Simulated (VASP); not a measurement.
Runs of VASP 6.6.1 on Te. The structure is that of space group P6/mmm (No. 191), or close to it. The cells are those of the table. This isn't the form of Te at room conditions, which is trigonal, of chains.

```tsv
task	cell	k mesh	gap on the mesh (eV)	pressure (GPa)
single point	a = 5.732, b = 5.732, c = 3.370 Å, angles 90.0, 90.0, 120.0°, 3 atoms	8 × 8 × 11	none	-3.3
single point	a = 5.660, b = 5.660, c = 3.328 Å, angles 90.0, 90.0, 120.0°, 3 atoms	8 × 8 × 11	none	-1.9
single point	a = 5.587, b = 5.587, c = 3.285 Å, angles 90.0, 90.0, 120.0°, 3 atoms	7 × 7 × 9	none	-0.1
relaxation of cell and atoms	relaxed from a = 5.462, b = 5.462, c = 3.348 Å, angles 90.0, 90.0, 120.0°, 3 atoms	7 × 7 × 9	none	0.0
single point	a = 5.354, b = 5.354, c = 3.148 Å, angles 90.0, 90.0, 120.0°, 3 atoms	8 × 8 × 11	none	(a)
single point	a = 5.587, b = 5.587, c = 3.285 Å, angles 90.0, 90.0, 120.0°, 3 atoms	8 × 8 × 11	none	-0.2
single point	a = 5.434, b = 5.434, c = 3.195 Å, angles 90.0, 90.0, 120.0°, 3 atoms	8 × 8 × 11	none	(b)
single point	a = 5.802, b = 5.802, c = 3.411 Å, angles 90.0, 90.0, 120.0°, 3 atoms	8 × 8 × 11	none	-4.3
```

Alike in all rows: level revPBE; potentials or basis VASP PAW PBE potentials, release 64 (Te); no spin polarisation; cutoff (eV) 500; smearing fermi-dirac 0.1 eV.

Problem. Estimate the missing entries.

Solution. (a) 8.1; (b) 4.6.

Caveats: the PAW data sets were made with another functional, which shifts forces and pressure a little; spin-orbit coupling is left out, which moves the levels of the heavy elements; the cell stands under tension (at least some runs); the cell stands under pressure (at least some runs).

A k mesh can miss the band edges, and the runs leave out spin-orbit coupling on Te.

A gap of «none» marks levels without a gap at the run's occupations.
